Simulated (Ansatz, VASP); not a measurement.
**HgH3 in VASP and in Ansatz**

```
CELL_PARAMETERS angstrom
4.87780 0.00000 0.00000
0.00000 4.87780 0.00000
0.00000 0.00000 4.87780
ATOMIC_POSITIONS crystal
Hg 0.50000 0.50000 0.50000
Hg 0.00000 0.00000 0.00000
H 0.14135 0.50000 0.50000
H 0.85865 0.50000 0.50000
H 0.50000 0.14135 0.50000
H 0.50000 0.85865 0.50000
H 0.50000 0.50000 0.14135
H 0.50000 0.50000 0.85865
```

Alike in both runs: task relaxation of cell and atoms; functional PBE; k mesh 4 × 4 × 4; occupations gaussian, width 0.1 eV; no spin polarisation.

|  | VASP | Ansatz |
| --- | --- | --- |
| version | VASP 6.6.1 | Ansatz 0.2.0 |
| potentials or method | VASP PAW PBE potentials, release 64 (Hg, H), cutoff 600 eV | scalar-relativistic, plane waves, PAW |
| valence electrons in the cell | 30 | 46 |

```tsv
	VASP	Ansatz	Ansatz less VASP
gap on the k mesh at the Fermi level, each at its own relaxed structure (eV)	3.91	3.98	+0.065
relaxed volume (Å³/atom)	29.88	30.52	+0.639
relaxed cell length with the largest relative difference (Å)	6.206	6.250	+0.0439
```

VASP's potentials hold 30 valence electrons a cell and Ansatz's 46, so a difference there can come from the potentials and not from the codes.

Neither program's run includes spin-orbit coupling. Noted on VASP's run: the volume moved by over 15 % at a fixed basis, so the end points are rough.
